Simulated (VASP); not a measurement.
Set up this calculation in VASP 6.6.1, as the native input.

```
Task                   : single point
Functional             : PBE
Dispersion             : D3(BJ)
Potentials or basis    : VASP PAW PBE potentials, release 64 (Al, O)
Cutoff                 : 520 eV
k mesh                 : 12 × 12 × 4
Occupations            : gaussian, width 0.05 eV
Spin                   : no spin polarisation
Dipole correction      : no
Further INCAR settings : ALGO = Normal; EDIFF = 1e-06; NBANDS = 20
```

The structure of Al2O3 lies in POSCAR:

```
Al2O3
1.0
    2.7977951999      0.0000000000      0.0000000000
   -1.3988976000      2.4229617176      0.0000000000
    0.0000000000      0.0000000000      9.4768057769
Al O
2 3
Direct
    0.0000000000      0.0000000000      0.1499923300
    0.0000000000      0.0000000000      0.8500076700
    0.3333333333      0.6666666667      0.2223169200
    0.6666666667      0.3333333333      0.0000000000
    0.3333333333      0.6666666667      0.7776830800
```

This cell differs from its parent crystal: strain -0.030 along x and y, +0.015 along z.

One way to write it, as run:

INCAR

```
SYSTEM = Al2O3
  PREC = Accurate
  ENCUT = 520
  EDIFF = 1E-6
  ISMEAR = 0
  SIGMA = 0.05
  LREAL = .FALSE.
  LASPH = .TRUE.
  NELM = 60
  ALGO = Normal
  ISIF = 2
  LWAVE = .FALSE.
  LCHARG = .FALSE.
  GGA = PE
  IVDW = 12
  NBANDS = 20
```

KPOINTS

```
regular mesh
0
G
  12 12 4
  0 0 0
```

Potentials or basis: VASP PAW PBE potentials, release 64 (Al, O).

Command:

```sh
$ cat potpaw_PBE.64/Al/POTCAR potpaw_PBE.64/O/POTCAR > POTCAR
$ mpirun -np 1 vasp_std > vasp.out
```

Results of the run:

```
Pressure                   : 7.9 GPa
Largest force              : 0.963 eV/Å
Band gap on the k mesh     : 5.59 eV, indirect (least direct gap 5.73 eV)
Dispersion energy per atom : -0.176 eV
```

Caveat: the cell differs from its parent crystal (strain -0.030 along x and y, +0.015 along z).

It took 38 s on 1 thread of Intel(R) Xeon(R) 6975P-C (Granite Rapids) (shared host), peak memory 0.22 GiB.
